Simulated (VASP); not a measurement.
A run of VASP 6.6.1:

POSCAR

```
Ru
1.0
    2.7023769045      0.0000000000      0.0000000000
   -1.3511884523      2.3403270499      0.0000000000
    0.0000000000      0.0000000000      4.2660228283
Ru
2
Direct
    0.3333333333      0.6666666667      0.2500000000
    0.6666666667      0.3333333333      0.7500000000
```

Contents of INCAR.step1:

```
SYSTEM = Ru
ALGO = Normal ; EDIFF = 1E-4
ENCUT = 520 ; GGA = PE
ISMEAR = 0 ; LASPH = .TRUE.
LCHARG = .FALSE. ; LREAL = .FALSE.
LWAVE = .TRUE. ; NBANDS = 21
NELM = 60 ; PREC = Accurate
SIGMA = 0.1
```

The input INCAR.step2:

```
SYSTEM = Ru
ALGO = Normal ; EDIFF = 1E-7
ENCUT = 520 ; ISIF = 2
ISMEAR = 0 ; ISTART = 1
LASPH = .TRUE. ; LCHARG = .TRUE.
LELF = .TRUE. ; LMIXTAU = .TRUE.
LREAL = .FALSE. ; LVHAR = .TRUE.
LWAVE = .FALSE. ; METAGGA = R2SCAN
NBANDS = 21 ; NELM = 60
PREC = Accurate ; SIGMA = 0.1
```

KPOINTS

```
k-points
0
G
  18 18 10
  0 0 0
```

Potentials or basis: VASP PAW PBE potentials, release 64 (Ru_pv).

Command:

```console
$ cat potpaw_PBE.64/Ru_pv/POTCAR > POTCAR
$ cp INCAR.step1 INCAR
$ mpirun -np 1 vasp_std > vasp.out
$ cp INCAR.step2 INCAR
$ mpirun -np 1 vasp_std > vasp.out
```

Hardware: 1 thread of Intel(R) Xeon(R) 6975P-C (Granite Rapids), on a shared host.

Task: How long does it take, and how much memory?

Result: It took 2.5 min on 1 thread of Intel(R) Xeon(R) 6975P-C (Granite Rapids), with other jobs on the host, peak memory 0.21 GiB. Counts: k points 222.
